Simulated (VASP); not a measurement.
# SiNi3: single point with PBE

SiNi3:

```
CELL_PARAMETERS angstrom
3.50626 0.00000 0.00000
0.00000 3.50626 0.00000
0.00000 0.00000 3.68157
ATOMIC_POSITIONS crystal
Si 0.00000 0.00000 0.00000
Ni 0.00000 0.50000 0.50000
Ni 0.50000 0.00000 0.50000
Ni 0.50000 0.50000 0.00000
```

This cell differs from its parent crystal: strain +0.000 along x and y, +0.050 along z.

```json
{
 "Program": "VASP 6.6.1",
 "Task": "single point",
 "Functional": "PBE",
 "Potentials or basis": "VASP PAW PBE potentials, release 64 (Si, Ni)",
 "Cutoff": "520 eV",
 "k mesh": "14 × 14 × 14",
 "Occupations": "gaussian, width 0.15 eV",
 "Spin": "no spin polarisation"
}
```

- Pressure: -9.2 GPa
- Band gap on the k mesh: zero (bands 17 and 18 overlap by 0.35 eV)

Stress tensor (GPa, compression positive):
```
 -6.75   0.00   0.00
  0.00  -6.75   0.00
  0.00   0.00 -14.10
```

Levels at points of the mesh, in eV from the Fermi level:
| k point | band 14 | band 15 | band 16 | band 17 | band 18 | band 19 | band 20 | band 21 |
| --- | --- | --- | --- | --- | --- | --- | --- | --- |
| (0.00, 0.00, 0.00) | -0.55 | -0.48 | -0.30 | -0.07 | -0.07 | 0.14 | 4.24 | 5.91 |
| (0.50, 0.00, 0.00) | -1.15 | -1.08 | -0.61 | -0.07 | 3.19 | 3.75 | 4.52 | 4.65 |
| (0.50, 0.50, 0.00) | -1.27 | -0.97 | -0.96 | -0.82 | 0.67 | 0.67 | 5.06 | 5.72 |
| (0.00, 0.00, 0.50) | -1.13 | -1.09 | -0.43 | 0.14 | 3.27 | 3.27 | 5.07 | 5.34 |
| (0.50, 0.00, 0.50) | -1.27 | -1.10 | -0.97 | -0.95 | 0.52 | 0.53 | 5.39 | 6.27 |
| (0.50, 0.50, 0.50) | -1.31 | -1.04 | -0.31 | -0.28 | -0.19 | -0.19 | 0.98 | 3.61 |

It took 2.2 min on 1 thread of Intel(R) Xeon(R) 6975P-C (Granite Rapids), on a shared host, peak memory 0.36 GiB.

Caveat: the cell differs from its parent crystal (strain +0.000 along x and y, +0.050 along z); the cell stands under tension. Spin polarisation is off, so any magnetic state and its effect on volume and gap are missing.
